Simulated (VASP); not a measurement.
Set up this calculation in VASP 6.6.1, as the native input.

| Quantity | Value |
| --- | --- |
| Task | single point |
| Functional | PBEsol |
| Potentials or basis | VASP PAW PBE potentials, release 64 (C) |
| Cutoff | 600 eV |
| k mesh | 14 × 14 × 14 |
| Occupations | fermi-dirac, width 0.15 eV |
| Spin | no spin polarisation |
| Dipole correction | no |
| Further INCAR settings | ALGO = Normal; EDIFF = 1e-06; NBANDS = 11 |

The structure of C lies in POSCAR:

```
C
1.0
    1.2280287100      0.7090027100      3.3470114500
   -1.2280287100      0.7090027100      3.3470114500
    0.0000000000     -1.4180054100      3.3470114500
C
2
Direct
    0.8360000000      0.8360000000      0.8360000000
    0.1640000000      0.1640000000      0.1640000000
```

The input as run:

INCAR

```
SYSTEM = C
PREC = Accurate
ENCUT = 600
EDIFF = 1E-6
ISMEAR = -1
SIGMA = 0.15
LREAL = .False.
LASPH = .True.
NELM = 120
ALGO = Normal
ISIF = 2
LWAVE = .False.
LCHARG = .False.
GGA = PS
NBANDS = 11
GGA_COMPAT = .False.
```

KPOINTS

```
regular mesh
0
Gamma
  14 14 14
  0 0 0
```

Potentials or basis: VASP PAW PBE potentials, release 64 (C).

Command:

```bash
$ cat potpaw_PBE.64/C/POTCAR > POTCAR
$ mpirun -np 1 vasp_std > vasp.out
```

Results of the run:

```json
{"Pressure": "1.4 GPa", "Largest force": "0.869 eV/Å", "Band gap on the k mesh": "0.55 eV, direct"}
```

Caveat: the PAW data sets were made with another functional, which shifts forces and pressure a little.

Run time: 88 s on 1 thread of Intel Xeon 6975P-C (shared host), peak memory 0.2 GiB.
